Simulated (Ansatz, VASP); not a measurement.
One calculation of HfNb2O2, two programs

```
Hf Nb O
1.0
    -2.11644    2.11644    4.61307
     2.11644   -2.11644    4.61307
     2.11644    2.11644   -4.61307
Hf Nb O
1 2 2
Direct
  0.00000 0.00000 0.00000
  0.75000 0.25000 0.50000
  0.25000 0.75000 0.50000
  0.23693 0.23693 0.00000
  0.76307 0.76307 0.00000
```

Change from the starting cell: species swapped into the BaNi2As2 type (I4/mmm, No. 139).

Alike in both runs: functional PBE; k mesh 12 × 12 × 12; occupations gaussian, width 0.1 eV; no spin polarisation.

Ansatz relaxed the structure, and its values are those at the end. VASP's run is a single point on that final structure, the one shown.

```csv
,VASP,Ansatz
version,VASP 6.6.1,Ansatz 0.2.0
potentials or method,"VASP PAW PBE potentials, release 64 (Hf_pv, Nb_sv, O), cutoff 520 eV","scalar-relativistic, plane waves, PAW"
valence electrons in the cell,48,64
```

Ansatz gave:

```
gap on the k mesh at the Fermi level (eV) : none
pressure (GPa)                            : 0.0
rms of the force components (eV/Å)        : 0.000
```

Task: Which values does VASP return?

Result: gap on the k mesh at the Fermi level (eV): none; pressure (GPa): -0.6; rms of the force components (eV/Å): 0.029.

A gap of «none» marks a metal or a gap that the smearing closes. VASP's potentials hold 48 valence electrons a cell and Ansatz's 64, so a difference there can come from the potentials and not from the codes.

Spin-orbit coupling is off throughout.
